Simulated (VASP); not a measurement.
# Fe2Sb (P4/nmm) in VASP: single point with r2SCAN

Aim: the single point of Fe2Sb with r2SCAN.

Everything below comes from runs of VASP 6.6.1. Logs are shortened: lines on timing, memory, paths and dates and some standing lists are left out, and cuts for length are marked.

## 1. The cell of the first run

Symmetry: P4/nmm, No. 129, tetragonal system. Conventional cell: a = 3.764 Å, b = 3.764 Å, c = 6.199 Å, α = 90.00°, β = 90.00°, γ = 90.00°. Within 3.3 Å of Fe (site symmetry -4m2) lie 4 Sb at 2.50 Å and 8 Fe at 2.66 to 2.78 Å. Fe (site symmetry 4mm) has 5 Sb at 2.51 to 2.69 Å and 4 Fe at 2.78 Å within 3.3 Å. Sb (site symmetry 4mm) has 9 Fe at 2.50 to 2.69 Å within 3.3 Å.

## 2. Single point, r2SCAN

POSCAR reads:

```
Fe2Sb
1.0
    3.7643060000      0.0000000000      0.0000000000
    0.0000000000      3.7643060000      0.0000000000
    0.0000000000      0.0000000000      6.1991180000
Fe Sb
4 2
Direct
    0.0000000000      0.0000000000      0.0000000000
    0.5000000000      0.5000000000      0.0000000000
    0.0000000000      0.5000000000      0.3300000000
    0.5000000000      0.0000000000      0.6700000000
    0.0000000000      0.5000000000      0.7350000000
    0.5000000000      0.0000000000      0.2650000000
```

INCAR.step1 reads:

```
SYSTEM = Fe2Sb
ALGO     = Normal         ! electronic algorithm
EDIFF    = 1E-4           ! SCF threshold, eV
ENCUT    = 520            ! plane-wave cutoff, eV
GGA      = PE             ! functional
ISMEAR   = -1             ! smearing method
LASPH    = .TRUE.         ! aspherical terms in the spheres
LCHARG   = .FALSE.        ! write CHGCAR
LREAL    = .FALSE.        ! projectors in reciprocal space
LWAVE    = .TRUE.         ! write WAVECAR
NBANDS   = 30             ! bands
NELM     = 80             ! most SCF steps
PREC     = Accurate       ! precision mode
SIGMA    = 0.1            ! smearing width, eV
```

INCAR.step2 reads:

```
SYSTEM = Fe2Sb
ALGO     = Normal         ! electronic algorithm
EDIFF    = 1E-7           ! SCF threshold, eV
ENCUT    = 520            ! plane-wave cutoff, eV
ISIF     = 2              ! what is computed and relaxed
ISMEAR   = -1             ! smearing method
ISTART   = 1            
LASPH    = .TRUE.         ! aspherical terms in the spheres
LCHARG   = .FALSE.        ! write CHGCAR
LMIXTAU  = .TRUE.       
LREAL    = .FALSE.        ! projectors in reciprocal space
LWAVE    = .FALSE.        ! write WAVECAR
METAGGA  = R2SCAN         ! meta-GGA
NBANDS   = 30             ! bands
NELM     = 80             ! most SCF steps
PREC     = Accurate       ! precision mode
SIGMA    = 0.1            ! smearing width, eV
```

KPOINTS reads:

```
k-points
0
G
  9 9 6
  0 0 0
```

Potentials or basis: VASP PAW PBE potentials, release 64 (Fe, Sb).

Started as:

```console
cat potpaw_PBE.64/Fe/POTCAR potpaw_PBE.64/Sb/POTCAR > POTCAR
cp INCAR.step1 INCAR
mpirun -np 1 vasp_std > vasp.out
cp INCAR.step2 INCAR
mpirun -np 1 vasp_std > vasp.out
```

OUTCAR:

```text
SYSTEM = Fe2Sb
   EDIFF = 1E-7
   ENCUT = 520
   ISIF = 2
   ISMEAR = -1
   ISTART = 1
   LASPH = .TRUE.
   LREAL = .FALSE.
   METAGGA = R2SCAN
   NELM = 80
   PREC = Accurate

 ion  position               nearest neighbor table
   1  0.000  0.000  0.000-   5 2.50   6 2.50   5 2.50   6 2.50   2 2.66   2 2.66   2 2.66   2 2.66
                             3 2.78   4 2.78   3 2.78   4 2.78
   2  0.500  0.500  0.000-   5 2.50   6 2.50   6 2.50   5 2.50   1 2.66   1 2.66   1 2.66   1 2.66
                             3 2.78   3 2.78   4 2.78   4 2.78
   3  0.000  0.500  0.330-   5 2.51   6 2.69   6 2.69   6 2.69   6 2.69   1 2.78   2 2.78   2 2.78
                             1 2.78
   4  0.500  0.000  0.670-   6 2.51   5 2.69   5 2.69   5 2.69   5 2.69   1 2.78   1 2.78   2 2.78
                             2 2.78
   5  0.000  0.500  0.735-   1 2.50   2 2.50   1 2.50   2 2.50   3 2.51   4 2.69   4 2.69   4 2.69
                             4 2.69
   6  0.500  0.000  0.265-   1 2.50   2 2.50   2 2.50   1 2.50   4 2.51   3 2.69   3 2.69   3 2.69
                             3 2.69

  LATTYP: Found a simple tetragonal cell.
 ALAT       =     3.7643060000
 C/A-ratio  =     1.6468156414

  Lattice vectors:

 A1 = (   3.7643060000,   0.0000000000,   0.0000000000)
 A2 = (   0.0000000000,   3.7643060000,   0.0000000000)
 A3 = (   0.0000000000,   0.0000000000,   6.1991180000)

Analysis of symmetry for initial positions (statically):
=====================================================================
 Subroutine PRICEL returns:
 Original cell was already a primitive cell.

 Routine SETGRP: Setting up the symmetry group for a
 simple tetragonal supercell.

 Subroutine GETGRP returns: Found 16 space group operations
 (whereof  8 operations were pure point group operations)
 out of a pool of 16 trial point group operations.

The static configuration has the point symmetry D_2d.
 The point group associated with its full space group is D_4h.

Analysis of symmetry for dynamics (positions and initial velocities):
=====================================================================
 Subroutine PRICEL returns:
 Original cell was already a primitive cell.

 Routine SETGRP: Setting up the symmetry group for a
 simple tetragonal supercell.

 Subroutine GETGRP returns: Found 16 space group operations
 (whereof  8 operations were pure point group operations)
 out of a pool of 16 trial point group operations.

The dynamic configuration has the point symmetry D_2d.
 The point group associated with its full space group is D_4h.

[... 108 lines left out ...]
   EDIFFG = 0.1E-05   stopping-criterion for IOM
   NSW    =      0    number of steps for IOM
   IBRION =     -1    ionic relax: 0-MD 1-quasi-New 2-CG
   NFREE  =      0    steps in history (QN), initial steepest desc. (CG)
   ISIF   =      2    stress and relaxation
   ISYM   =      2    0-nonsym 1-usesym 2-fastsym
   POTIM  = 0.5000    time-step for ionic-motion
   TEBEG  =    0.0;   TEEND  =   0.0 temperature during run
   PSTRESS=    0.0 pullay stress
   NELECT =      42.0000    total number of electrons
   NUPDOWN=      -1.0000    fix difference up-down
   EMIN   =  10.00;   EMAX   =-10.00  energy-range for DOS
   EFERMI =   0.00;   METHOD = LEGACY
   ISMEAR =    -1;   SIGMA  =   0.10  broadening in eV -4-tet -1-fermi 0-gaus
   EFERMI_NEDOS =   21; number of points for ismear=-14 and -15
   IALGO  =     38    algorithm
   IMIX   =      4    mixing-type and parameters
     AMIX     =   0.40;   BMIX     =  1.00
     AMIX_MAG =   1.60;   BMIX_MAG =  1.00
  volume/ion in A,a.u.               =      14.64        98.80
  Fermi-wavevector in a.u.,A,eV,Ry     =   1.280142  2.419117 22.296718  1.638763
  Thomas-Fermi vector in A             =   2.412587
   LORBIT       =      0    0 simple, 1 ext, 2 COOP (PROOUT), +10 PAW based schemes
   METAGGA = R2SCAN    functional components
   LHFCALC =     F    Hartree Fock is set to
   AEXX    =    0.0000 exact exchange contribution
   IVDW    =     0    specifies the selected vdW correction
   LEPSILON=     F    determine dielectric tensor
   LRPA    =     F    only Hartree local field effects (RPA)
 non-spin polarized calculation
  energy-cutoff  :      520.00
  volume of cell :       87.84
 maximum number of plane-waves:      2384
 NGX is ok and might be reduce to    28
   NGX = 13   NGY = 13   NGZ = 23

 number of electron      42.0000009 magnetization

 Free energy of the ion-electron system (eV)
  ---------------------------------------------------
  ext. energy  EPLUGINS =         0.00000000
  ---------------------------------------------------
  free energy    TOTEN  =      -104.14511433 eV

  energy without entropy =     -103.71630417  energy(sigma->0) =     -103.93070925

 E-fermi :   8.4116     XC(G=0): -13.0239

 val. band max:        8.4106951860   @ k =   0.3333   0.1111   0.1667
 cond. band min:       8.4118858366   @ k =   0.4444   0.4444   0.0000
 fundamental gap:      0.0011906506
 Fermi energy:         8.4116112849

 k-point     1 :       0.0000    0.0000    0.0000
  band No.  band energies     occupation
      1      -4.6081      2.00000
      2      -2.4149      2.00000
      3       1.6239      2.00000
      4       4.5054      2.00000
      5       4.8492      2.00000
      6       4.8492      2.00000
[... 781 lines left out ...]
     29      13.8886      0.00000
     30      14.5495      0.00000

 [... further k-points ...]

------------------------ aborting loop because EDIFF is reached ----------------------------------------

  FORCE on cell =-STRESS in cart. coord.  units (eV):
  Direction    XX          YY          ZZ          XY          YZ          ZX
  --------------------------------------------------------------------------------------
  -------------------------------------------------------------------------------------
  Total       -2.0491289     -2.0491289     -3.3439346      0.0000000      0.0000000      0.0000000
  in kB      -37.3749071    -37.3749071    -60.9914021      0.0000000      0.0000000      0.0000000
  external PRESSURE =     -45.2470721 kB  Pullay stress =       0.0000000 kB

 VOLUME and BASIS-vectors are now :
 -----------------------------------------------------------------------------
  energy-cutoff  :      520.00
  volume of cell :       87.84
      direct lattice vectors                 reciprocal lattice vectors
     3.764306000  0.000000000  0.000000000     0.265653217  0.000000000  0.000000000
     0.000000000  3.764306000  0.000000000     0.000000000  0.265653217  0.000000000
     0.000000000  0.000000000  6.199118000     0.000000000  0.000000000  0.161313271

 POSITION                                       TOTAL-FORCE (eV/Angst)
 -----------------------------------------------------------------------------------
      0.00000      0.00000      0.00000        -0.000000      0.000000      0.000000
      1.88215      1.88215      0.00000        -0.000000      0.000000      0.000000
      0.00000      1.88215      2.04571        -0.000000     -0.000000     -0.908883
      1.88215      0.00000      4.15341         0.000000      0.000000      0.908883
      0.00000      1.88215      4.55635         0.000000      0.000000     -0.782661
      1.88215      0.00000      1.64277        -0.000000      0.000000      0.782661
 -----------------------------------------------------------------------------------
    total drift:                                0.000000      0.000000      0.000000

  FREE ENERGIE OF THE ION-ELECTRON SYSTEM (eV)
  ---------------------------------------------------
  free  energy   TOTEN  =      -104.1451143256 eV

  energy  without entropy=     -103.7163041681  energy(sigma->0) =     -103.93070925
```

OSZICAR.step1:

```text
N       E                     dE             d eps       ncg     rms          rms(c)
DAV:   1     0.309111024536E+03    0.30911E+03   -0.17063E+04  3600   0.151E+03
DAV:   2    -0.223648878623E+02   -0.33148E+03   -0.31889E+03  3600   0.346E+02
DAV:   3    -0.427169840785E+02   -0.20352E+02   -0.18411E+02  4228   0.108E+02
DAV:   4    -0.435297845248E+02   -0.81280E+00   -0.80246E+00  4384   0.213E+01
DAV:   5    -0.435585502595E+02   -0.28766E-01   -0.28750E-01  4472   0.341E+00    0.215E+01
DAV:   6    -0.686982762432E+02   -0.25140E+02   -0.18361E+02  5418   0.155E+02    0.611E+01
DAV:   7    -0.418515116514E+02    0.26847E+02   -0.65627E+01  5254   0.119E+02    0.181E+01
DAV:   8    -0.396912212852E+02    0.21603E+01   -0.21514E+01  5264   0.627E+01    0.159E+01
DAV:   9    -0.393753751509E+02    0.31585E+00   -0.11663E+01  4728   0.391E+01    0.850E+00
DAV:  10    -0.390636215017E+02    0.31175E+00   -0.23348E+00  5466   0.171E+01    0.433E+00
DAV:  11    -0.390209578681E+02    0.42664E-01   -0.13043E-01  4054   0.356E+00    0.255E+00
DAV:  12    -0.390088049059E+02    0.12153E-01   -0.99663E-03  4712   0.851E-01    0.184E+00
DAV:  13    -0.389972961633E+02    0.11509E-01   -0.21025E-02  6142   0.123E+00    0.563E-01
DAV:  14    -0.389967723398E+02    0.52382E-03   -0.18749E-03  4892   0.442E-01    0.361E-01
DAV:  15    -0.389965627290E+02    0.20961E-03   -0.20501E-04  2136   0.147E-01    0.245E-01
DAV:  16    -0.389963809347E+02    0.18179E-03   -0.68138E-04  3242   0.283E-01    0.996E-03
DAV:  17    -0.389963911324E+02   -0.10198E-04   -0.13843E-04  1900   0.120E-01
   1 F= -.38996391E+02 E0= -.38771036E+02  d E =-.450711E+00
```

Wall time 17 min (1 thread of Oxide Virtual Turin-like, shared host); peak memory 0.26 GiB.

Results:

| Item | Value |
| --- | --- |
| Free energy | -104.1451 eV |
| Pressure | -4.5 GPa |
| Largest force | 0.909 eV/Å |
| Band gap on the k mesh | zero (band 21 reaches 8.58 eV, above the bottom of band 22 at 8.33 eV) |

Forces in eV/Å, atoms in the order of the input:
```
Fe   0.000  0.000  0.000
Fe   0.000  0.000  0.000
Fe   0.000  0.000 -0.909
Fe   0.000  0.000  0.909
Sb   0.000  0.000 -0.783
Sb   0.000  0.000  0.783
```

Stress tensor (GPa, compression positive):
```
-3.74  0.00  0.00
 0.00 -3.74  0.00
 0.00  0.00 -6.10
```

Caveat: the PAW data sets were made with another functional, which shifts forces and pressure a little; spin-orbit coupling is left out, which moves the levels of the heavy elements. Spin polarisation is off, so any magnetic state and its effect on volume and gap are missing.
